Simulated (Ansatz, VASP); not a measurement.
# Ag in VASP and in Ansatz

The input INCAR:

```
PREC     = Accurate       # precision mode
ENCUT    = 520            # plane-wave cutoff, eV
EDIFF    = 1E-6           # SCF threshold, eV
ISMEAR   = -1             # smearing method
SIGMA    = 0.05           # smearing width, eV
LREAL    = F              # projectors in reciprocal space
LASPH    = T              # aspherical terms in the spheres
NELM     = 100            # most SCF steps
ALGO     = Normal         # electronic algorithm
ISIF     = 2              # what is computed and relaxed
LWAVE    = F              # write WAVECAR
LCHARG   = T              # write CHGCAR
GGA      = CA             # functional
LELF     = T              # ELF
LVHAR    = T            
NBANDS   = 12             # bands
```

Contents of KPOINTS:

```
Automatic mesh
0
Gamma
  18 18 18
```

The input POSCAR:

```
Ag
1.0
    0.0000000000      1.9174298865      1.9174298865
    1.9174298865      0.0000000000      1.9174298865
    1.9174298865      1.9174298865      0.0000000000
Ag
1
Direct
    0.0000000000      0.0000000000      0.0000000000
```

Input for Ansatz:

```yaml
crystal:
  lattice:
    - [0.0, 1.9174298865, 1.9174298865]
    - [1.9174298865, 0.0, 1.9174298865]
    - [1.9174298865, 1.9174298865, 0.0]
  atoms:
    - { symbol: Ag, position: [0.0, 0.0, 0.0] }
kpoints:
  mp_grid: { grid: [18, 18, 18] }
scf:
  occupations: { method: fermi_dirac, width: 0.05 }
hamiltonian:
  xc: lda
  pseudopotentials: { kind: paw }
output:
  forces: true
  stress: true
  eigenvalues: true
  populations: true
```

Change from the starting cell: volume scaled by 0.88, PAW files.

Alike in both runs: task single point; functional LDA; k mesh 18 × 18 × 18; occupations fermi-dirac, width 0.05 eV; no spin polarisation.

|  | VASP | Ansatz |
| --- | --- | --- |
| version | VASP 6.6.1 | Ansatz 0.2.0 |
| potentials or method | VASP PAW LDA potentials, release 64 (Ag) | PAW with Ansatz's default frozen-core files, scalar-relativistic |
| plane-wave cutoff (eV) | 520 | 420 |
| valence electrons in the cell | 11 | 19 |

VASP gave:

```
pressure (GPa) : 25.5
```

Question: Which values does Ansatz return?

Answer: Pressure (GPa): 25.4.

LDA's correlation is that of Perdew and Zunger in VASP and of Perdew and Wang (1992) in Ansatz. VASP's potentials hold 11 valence electrons a cell and Ansatz's 19, so a difference there can come from the potentials and not from the codes.
